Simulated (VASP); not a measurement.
GaAg3:

```
Ga Ag
1.0
     4.08129    0.00000    0.00000
     0.00000    4.08129    0.00000
     0.00000    0.00000    4.08129
Ga Ag
1 3
Cartesian
  0.0000 0.0000 0.0000
  2.0406 0.0000 2.0406
  0.0000 2.0406 2.0406
  2.0406 2.0406 0.0000
```

```yaml
Program: VASP 6.6.1
Task: relaxation of cell and atoms
Functional: PBEsol
Dispersion: D3(BJ)
Potentials_or_basis: VASP PAW PBE potentials, release 64 (Ga_d, Ag)
Cutoff: 600 eV
k_mesh: 6 × 6 × 6
Occupations: methfessel-paxton, width 0.1 eV
Spin: no spin polarisation
```

At the start: pressure -8.9 GPa; volume 17.00 Å³/atom.

Q: How do energy, volume and symmetry change on relaxing?

A: Over 3 steps the energy falls by 41.4 meV/atom and the volume is 15.64 Å³/atom (-8.0 %); space group Pm-3m (No. 221, to 0.1 Å) before and after.

The path:
| step | energy change (eV) | largest force (eV/Å) | pressure (GPa) | volume (Å³) |
| --- | --- | --- | --- | --- |
| 1 | 0.0000 | 0.0000 | -8.91 | 67.98 |
| 2 | -0.0758 | 0.0000 | 8.92 | 59.10 |
| 3 | -0.1656 | 0.0000 | -0.10 | 62.58 |

Final structure:
```
CELL_PARAMETERS angstrom
3.97010 0.00000 0.00000
0.00000 3.97010 0.00000
0.00000 0.00000 3.97010
ATOMIC_POSITIONS crystal
Ga 0.00000 0.00000 0.00000
Ag 0.50000 0.00000 0.50000
Ag 0.00000 0.50000 0.50000
Ag 0.50000 0.50000 0.00000
```

Caveat: the PAW data sets were made with another functional, which shifts forces and pressure a little.
